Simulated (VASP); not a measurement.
# Rb (Fm-3m) in VASP: a series of runs

Rb is run at these levels: LDA; tasks: single point.

Program: VASP 6.6.1. These are calculated values, not measurements. Logs are shortened: lines on timing, memory, paths and dates and some standing lists are left out, and cuts for length are marked.

## 1. The cell of the first run

The structure is cubic, space group Fm-3m (No. 225). The conventional cell has a = 7.376 Å, b = 7.376 Å, c = 7.376 Å, α = 90.00°, β = 90.00°, γ = 90.00°.

This isn't the form of Rb at room conditions, which is bcc.

## 2. Single point, LDA

INCAR

```
ALGO = Normal ; EDIFF = 1E-6
ENCUT = 500 ; GGA_COMPAT = F
ISIF = 2 ; ISMEAR = -1
LASPH = T ; LCHARG = T
LELF = T ; LREAL = F
LVHAR = T ; LWAVE = F
NBANDS = 10 ; NELM = 120
PREC = Accurate ; SIGMA = 0.05
```

KPOINTS

```
k-points
0
Gamma
  7 7 7
```

POSCAR

```
Rb
1.0
    0.0000000000      3.6877833822      3.6877833822
    3.6877833822      0.0000000000      3.6877833822
    3.6877833822      3.6877833822      0.0000000000
Rb
1
Direct
    0.0000000000      0.0000000000      0.0000000000
```

Potentials or basis: VASP PAW LDA potentials, release 64 (Rb_sv).

On the command line:

```bash
cat potpaw_LDA.64/Rb_sv/POTCAR > POTCAR
mpirun -np 1 vasp_std > vasp.out
```

OUTCAR:

```text
EDIFF = 1E-6
   ENCUT = 500
   ISIF = 2
   ISMEAR = -1
   LASPH = T
   LREAL = F
   NELM = 120
   PREC = Accurate

 ion  position               nearest neighbor table
   1  0.000  0.000  0.000-

  LATTYP: Found a face centered cubic cell.
 ALAT       =     7.3755667644

  Lattice vectors:

 A1 = (   0.0000000000,   3.6877833822,   3.6877833822)
 A2 = (   3.6877833822,   0.0000000000,   3.6877833822)
 A3 = (   3.6877833822,   3.6877833822,   0.0000000000)

Analysis of symmetry for initial positions (statically):
=====================================================================
 Subroutine PRICEL returns:
 Original cell was already a primitive cell.

 Routine SETGRP: Setting up the symmetry group for a
 face centered cubic supercell.

 Subroutine GETGRP returns: Found 48 space group operations
 (whereof 48 operations were pure point group operations)
 out of a pool of 48 trial point group operations.

The static configuration has the point symmetry O_h .

Analysis of symmetry for dynamics (positions and initial velocities):
=====================================================================
 Subroutine PRICEL returns:
 Original cell was already a primitive cell.

 Routine SETGRP: Setting up the symmetry group for a
 face centered cubic supercell.

 Subroutine GETGRP returns: Found 48 space group operations
 (whereof 48 operations were pure point group operations)
 out of a pool of 48 trial point group operations.

The dynamic configuration has the point symmetry O_h .

 Subroutine INISYM returns: Found 48 space group operations
 (whereof 48 operations are pure point group operations),
 and found     1 'primitive' translations

----------------------------------------------------------------------------------------

                                     Primitive cell

  volume of cell :     100.3058

  direct lattice vectors                    reciprocal lattice vectors
     0.000000000  3.687783382  3.687783382    -0.135582801  0.135582801  0.135582801
     3.687783382  0.000000000  3.687783382     0.135582801 -0.135582801  0.135582801
     3.687783382  3.687783382  0.000000000     0.135582801  0.135582801 -0.135582801

  length of vectors
     5.215313274  5.215313274  5.215313274     0.234836300  0.234836300  0.234836300

  position of ions in fractional coordinates (direct lattice)
     0.000000000  0.000000000  0.000000000

  ion indices of the primitive-cell ions
   primitive index   ion index
                 1           1

----------------------------------------------------------------------------------------

 KPOINTS: k-points

Automatic generation of k-mesh.
 Grid dimensions read from file:
 generate k-points for:    7    7    7

 Generating k-lattice:

  Cartesian coordinates                     Fractional coordinates (reciprocal lattice)
    -0.019368972  0.019368972  0.019368972     0.142857143  0.000000000  0.000000000
     0.019368972 -0.019368972  0.019368972     0.000000000  0.142857143  0.000000000
     0.019368972  0.019368972 -0.019368972     0.000000000  0.000000000  0.142857143

  Length of vectors
     0.033548043  0.033548043  0.033548043

  Shift w.r.t. Gamma in fractional coordinates (k-lattice)
     0.000000000  0.000000000  0.000000000

 Subroutine IBZKPT returns following result:
 ===========================================

 Found     20 irreducible k-points:

 Following reciprocal coordinates:
            Coordinates               Weight
  0.000000  0.000000  0.000000      1.000000
  0.142857  0.000000  0.000000      8.000000
  0.285714  0.000000  0.000000      8.000000
  0.428571  0.000000  0.000000      8.000000
  0.142857  0.142857  0.000000      6.000000
  0.285714  0.142857  0.000000     24.000000
[... 12 lines left out ...]
 -0.428571  0.428571  0.142857     24.000000
 -0.285714  0.428571  0.142857     24.000000
   k-points           NKPTS =     20   k-points in BZ     NKDIM =     20   number of bands    NBANDS=     10
   number of dos      NEDOS =    301   number of ions     NIONS =      1
   total plane-waves  NPLWV =  64000
   dimension x,y,z NGX =    40 NGY =   40 NGZ =   40
   dimension x,y,z NGXF=    80 NGYF=   80 NGZF=   80
   ions per type =               1
   NGX,Y,Z   is equivalent  to a cutoff of  12.75, 12.75, 12.75 a.u.
   NGXF,Y,Z  is equivalent  to a cutoff of  25.50, 25.50, 25.50 a.u.
 SYSTEM =  unknown system
   PREC   = accura    normal or accurate (medium, high low for compatibility)
   ISTART =      0    job   : 0-new  1-cont  2-samecut
   ICHARG =      2    charge: 1-file 2-atom 10-const
   ISPIN  =      1    spin polarized calculation?
   LNONCOLLINEAR =      F non collinear calculations
   LSORBIT =      F    spin-orbit coupling
   LASPH  =      T    aspherical Exc in radial PAW
   ENCUT  =  500.0 eV  36.75 Ry    6.06 a.u.   9.51  9.51  9.51*2*pi/ulx,y,z
   NELM   =    120;   NELMIN=  2; NELMDL= -5     # of ELM steps
   EDIFF  = 0.1E-05   stopping-criterion for ELM
   LREAL  =      F    real-space projection
   EDIFFG = 0.1E-04   stopping-criterion for IOM
   NSW    =      0    number of steps for IOM
   IBRION =     -1    ionic relax: 0-MD 1-quasi-New 2-CG
   NFREE  =      0    steps in history (QN), initial steepest desc. (CG)
   ISIF   =      2    stress and relaxation
   ISYM   =      2    0-nonsym 1-usesym 2-fastsym
   POTIM  = 0.5000    time-step for ionic-motion
   TEBEG  =    0.0;   TEEND  =   0.0 temperature during run
   PSTRESS=    0.0 pullay stress
   NELECT =       9.0000    total number of electrons
   NUPDOWN=      -1.0000    fix difference up-down
   EMIN   =  10.00;   EMAX   =-10.00  energy-range for DOS
   EFERMI =   0.00;   METHOD = LEGACY
   ISMEAR =    -1;   SIGMA  =   0.05  broadening in eV -4-tet -1-fermi 0-gaus
   EFERMI_NEDOS =   21; number of points for ismear=-14 and -15
   IALGO  =     38    algorithm
   IMIX   =      4    mixing-type and parameters
     AMIX     =   0.40;   BMIX     =  1.00
     AMIX_MAG =   1.60;   BMIX_MAG =  1.00
  volume/ion in A,a.u.               =     100.31       676.90
  Fermi-wavevector in a.u.,A,eV,Ry     =   0.732904  1.384987  7.308341  0.537148
  Thomas-Fermi vector in A             =   1.825481
   LORBIT       =      0    0 simple, 1 ext, 2 COOP (PROOUT), +10 PAW based schemes
   GGA     = CA    functional components
   LHFCALC =     F    Hartree Fock is set to
   AEXX    =    0.0000 exact exchange contribution
   IVDW    =     0    specifies the selected vdW correction
   LEPSILON=     F    determine dielectric tensor
   LRPA    =     F    only Hartree local field effects (RPA)
 non-spin polarized calculation
  energy-cutoff  :      500.00
  volume of cell :      100.31
 maximum number of plane-waves:      2637
 NGX is ok and might be reduce to    40
   NGX = 19   NGY = 19   NGZ = 19

 number of electron       9.0000000 magnetization

 Free energy of the ion-electron system (eV)
  ---------------------------------------------------
  ext. energy  EPLUGINS =         0.00000000
  ---------------------------------------------------
  free energy    TOTEN  =        -1.02344027 eV

  energy without entropy =       -1.01962106  energy(sigma->0) =       -1.02153067

 E-fermi :  -0.3457     XC(G=0):  -5.4340

 val. band max:       -0.5483471693   @ k =   0.4286   0.2857   0.0000
 cond. band min:      -0.2635264801   @ k =  -0.2857   0.2857   0.0000
 fundamental gap:      0.2848206892
 Fermi energy:        -0.3457028267

 k-point     1 :       0.0000    0.0000    0.0000
  band No.  band energies     occupation
      1     -29.2581      2.00000
      2     -13.3668      2.00000
      3     -13.3668      2.00000
      4     -13.3668      2.00000
      5      -2.2583      2.00000
      6       3.0211      0.00000
      7       3.0211      0.00000
      8       3.0211      0.00000
      9       4.2302      0.00000
     10       4.2302      0.00000

 k-point     2 :       0.1429    0.0000    0.0000
  band No.  band energies     occupation
      1     -29.2576      2.00000
      2     -13.3799      2.00000
      3     -13.3687      2.00000
      4     -13.3687      2.00000
      5      -2.0497      2.00000
      6       2.5161      0.00000
      7       3.0947      0.00000
      8       3.0947      0.00000
      9       4.0550      0.00000
     10       4.0550      0.00000

 k-point     3 :       0.2857    0.0000    0.0000
  band No.  band energies     occupation
      1     -29.2566      2.00000
      2     -13.4090      2.00000
      3     -13.3728      2.00000
      4     -13.3728      2.00000
      5      -1.4578      2.00000
      6       1.5862      0.00000
      7       3.0427      0.00000
      8       3.0427      0.00000
      9       4.1924      0.00000
     10       4.1924      0.00000

 k-point     4 :       0.4286    0.0000    0.0000
  band No.  band energies     occupation
      1     -29.2558      2.00000
      2     -13.4320      2.00000
      3     -13.3760      2.00000
      4     -13.3760      2.00000
      5      -0.6052      1.98892
      6       0.5868      0.00000
      7       2.8698      0.00000
      8       2.8698      0.00000
      9       4.6450      0.00000
     10       4.8668      0.00000

 k-point     5 :       0.1429    0.1429    0.0000
  band No.  band energies     occupation
      1     -29.2575      2.00000
      2     -13.3795      2.00000
      3     -13.3716      2.00000
      4     -13.3716      2.00000
      5      -1.9805      2.00000
      6       2.5249      0.00000
      7       3.0805      0.00000
      8       3.0805      0.00000
      9       3.5085      0.00000
     10       4.3628      0.00000

 k-point     6 :       0.2857    0.1429    0.0000
  band No.  band energies     occupation
      1     -29.2567      2.00000
      2     -13.4009      2.00000
      3     -13.3764      2.00000
      4     -13.3757      2.00000
      5      -1.5161      2.00000
      6       1.9025      0.00000
      7       2.7668      0.00000
      8       3.1152      0.00000
      9       3.5412      0.00000
     10       4.5120      0.00000
[... 131 lines left out ...]
 k-point    17 :       0.4286    0.2857    0.1429
  band No.  band energies     occupation
      1     -29.2559      2.00000
      2     -13.4131      2.00000
      3     -13.3888      2.00000
      4     -13.3786      2.00000
      5      -0.9527      1.99999
      6       1.5992      0.00000
      7       2.0494      0.00000
      8       3.1448      0.00000
      9       3.6826      0.00000
     10       4.7739      0.00000

 k-point    18 :      -0.4286    0.2857    0.1429
  band No.  band energies     occupation
      1     -29.2553      2.00000
      2     -13.4222      2.00000
      3     -13.3972      2.00000
      4     -13.3831      2.00000
      5      -0.1108      0.01806
      6       0.8692      0.00000
      7       1.7914      0.00000
      8       2.8132      0.00000
      9       3.8967      0.00000
     10       4.5810      0.00000

 k-point    19 :      -0.4286    0.4286    0.1429
  band No.  band energies     occupation
      1     -29.2550      2.00000
      2     -13.4231      2.00000
      3     -13.3983      2.00000
      4     -13.3905      2.00000
      5       0.1319      0.00014
      6       1.2872      0.00000
      7       1.3099      0.00000
      8       2.5284      0.00000
      9       4.0675      0.00000
     10       4.5284      0.00000

 k-point    20 :      -0.2857    0.4286    0.1429
  band No.  band energies     occupation
      1     -29.2550      2.00000
      2     -13.4146      2.00000
      3     -13.4104      2.00000
      4     -13.3894      2.00000
      5       0.6730      0.00000
      6       0.9690      0.00000
      7       1.0744      0.00000
      8       2.2492      0.00000
      9       4.0924      0.00000
     10       4.7566      0.00000

------------------------ aborting loop because EDIFF is reached ----------------------------------------

  FORCE on cell =-STRESS in cart. coord.  units (eV):
  Direction    XX          YY          ZZ          XY          YZ          ZX
  --------------------------------------------------------------------------------------
  -------------------------------------------------------------------------------------
  Total       -0.3585504     -0.3585504     -0.3585504      0.0000000     -0.0000000      0.0000000
  in kB       -5.7270984     -5.7270984     -5.7270984      0.0000000     -0.0000000      0.0000000
  external PRESSURE =      -5.7270984 kB  Pullay stress =       0.0000000 kB

 VOLUME and BASIS-vectors are now :
 -----------------------------------------------------------------------------
  energy-cutoff  :      500.00
  volume of cell :      100.31
      direct lattice vectors                 reciprocal lattice vectors
     0.000000000  3.687783382  3.687783382    -0.135582801  0.135582801  0.135582801
     3.687783382  0.000000000  3.687783382     0.135582801 -0.135582801  0.135582801
     3.687783382  3.687783382  0.000000000     0.135582801  0.135582801 -0.135582801

 POSITION                                       TOTAL-FORCE (eV/Angst)
 -----------------------------------------------------------------------------------
      0.00000      0.00000      0.00000        -0.000000      0.000000      0.000000
 -----------------------------------------------------------------------------------
    total drift:                               -0.000000     -0.000000     -0.000000

  FREE ENERGIE OF THE ION-ELECTRON SYSTEM (eV)
  ---------------------------------------------------
  free  energy   TOTEN  =        -1.0234402719 eV

  energy  without entropy=       -1.0196210625  energy(sigma->0) =       -1.02153067
```

Run time: 12 s. Hardware: 1 thread of Intel Xeon 6975P-C (Granite Rapids), shared host; peak memory 0.18 GiB.

What came out:

| Property | Result |
| --- | --- |
| Free energy | -1.0234 eV |
| Pressure | -0.6 GPa |
| Band gap on the k mesh | zero (an odd number of electrons rules out a gap without spin polarisation) |

Levels at points of the mesh, in eV from the Fermi level:
| k point | band 2 | band 3 | band 4 | band 5 | band 6 | band 7 | band 8 | band 9 |
| --- | --- | --- | --- | --- | --- | --- | --- | --- |
| (0.00, 0.00, 0.00) | -13.02 | -13.02 | -13.02 | -1.91 | 3.37 | 3.37 | 3.37 | 4.58 |

## 3. Single point, LDA

This run uses another cell than the first one, of 102.23 Å³/atom.

INCAR

```
  PREC = Accurate
  ENCUT = 500
  EDIFF = 1E-6
  ISMEAR = -1
  SIGMA = 0.05
  LREAL = False
  LASPH = True
  NELM = 120
  ALGO = Normal
  ISIF = 2
  LWAVE = False
  LCHARG = False
  NBANDS = 10
  GGA_COMPAT = False
```

KPOINTS

```
Automatic mesh
0
Gamma
  7 7 7
```

POSCAR

```
Rb
1.0
    0.0000000000      3.7112730817      3.7112730817
    3.7112730817      0.0000000000      3.7112730817
    3.7112730817      3.7112730817      0.0000000000
Rb
1
Direct
    0.0000000000      0.0000000000      0.0000000000
```

Potentials or basis: VASP PAW LDA potentials, release 64 (Rb_sv).

On the command line:

```bash
cat potpaw_LDA.64/Rb_sv/POTCAR > POTCAR
mpirun -np 1 vasp_std > vasp.out
```

OUTCAR:

```text
PREC = Accurate
   ENCUT = 500
   EDIFF = 1E-6
   ISMEAR = -1
   LREAL = False
   LASPH = True
   NELM = 120
   ISIF = 2

 ion  position               nearest neighbor table
   1  0.000  0.000  0.000-

  LATTYP: Found a face centered cubic cell.
 ALAT       =     7.4225461634

  Lattice vectors:

 A1 = (   0.0000000000,   3.7112730817,   3.7112730817)
 A2 = (   3.7112730817,   0.0000000000,   3.7112730817)
 A3 = (   3.7112730817,   3.7112730817,   0.0000000000)

Analysis of symmetry for initial positions (statically):
=====================================================================
 Subroutine PRICEL returns:
 Original cell was already a primitive cell.

 Routine SETGRP: Setting up the symmetry group for a
 face centered cubic supercell.

 Subroutine GETGRP returns: Found 48 space group operations
 (whereof 48 operations were pure point group operations)
 out of a pool of 48 trial point group operations.

The static configuration has the point symmetry O_h .

Analysis of symmetry for dynamics (positions and initial velocities):
[... 158 lines left out ...]

 k-point     1 :       0.0000    0.0000    0.0000
  band No.  band energies     occupation
      1     -29.3068      2.00000
      2     -13.4166      2.00000
      3     -13.4166      2.00000
      4     -13.4166      2.00000
      5      -2.2695      2.00000
      6       2.9681      0.00000
      7       2.9681      0.00000
      8       2.9681      0.00000
      9       4.1596      0.00000
     10       4.1596      0.00000
[... 235 lines left out ...]
 k-point    20 :      -0.2857    0.4286    0.1429
  band No.  band energies     occupation
      1     -29.3040      2.00000
      2     -13.4612      2.00000
      3     -13.4573      2.00000
      4     -13.4377      2.00000
      5       0.6346      0.00000
      6       0.9258      0.00000
      7       1.0263      0.00000
      8       2.1772      0.00000
      9       4.0109      0.00000
     10       4.6733      0.00000

------------------------ aborting loop because EDIFF is reached ----------------------------------------

  FORCE on cell =-STRESS in cart. coord.  units (eV):
  Direction    XX          YY          ZZ          XY          YZ          ZX
  --------------------------------------------------------------------------------------
  -------------------------------------------------------------------------------------
  Total       -0.3777061     -0.3777061     -0.3777061      0.0000000     -0.0000000      0.0000000
  in kB       -5.9192388     -5.9192388     -5.9192388      0.0000000     -0.0000000      0.0000000
  external PRESSURE =      -5.9192388 kB  Pullay stress =       0.0000000 kB

 VOLUME and BASIS-vectors are now :
 -----------------------------------------------------------------------------
  energy-cutoff  :      500.00
  volume of cell :      102.23
      direct lattice vectors                 reciprocal lattice vectors
     0.000000000  3.711273082  3.711273082    -0.134724659  0.134724659  0.134724659
     3.711273082  0.000000000  3.711273082     0.134724659 -0.134724659  0.134724659
     3.711273082  3.711273082  0.000000000     0.134724659  0.134724659 -0.134724659

 POSITION                                       TOTAL-FORCE (eV/Angst)
 -----------------------------------------------------------------------------------
      0.00000      0.00000      0.00000        -0.000000      0.000000      0.000000
 -----------------------------------------------------------------------------------
    total drift:                               -0.000000     -0.000000     -0.000000

  FREE ENERGIE OF THE ION-ELECTRON SYSTEM (eV)
  ---------------------------------------------------
  free  energy   TOTEN  =        -1.0164411574 eV

  energy  without entropy=       -1.0125571426  energy(sigma->0) =       -1.01449915
```

Wall time 9.3 s (1 thread of Intel Xeon 6975P-C (Granite Rapids), shared host); peak memory 0.19 GiB.

What came out:

- Free energy: -1.0164 eV
- Pressure: -0.6 GPa
- Band gap on the k mesh: zero (an odd number of electrons rules out a gap without spin polarisation)
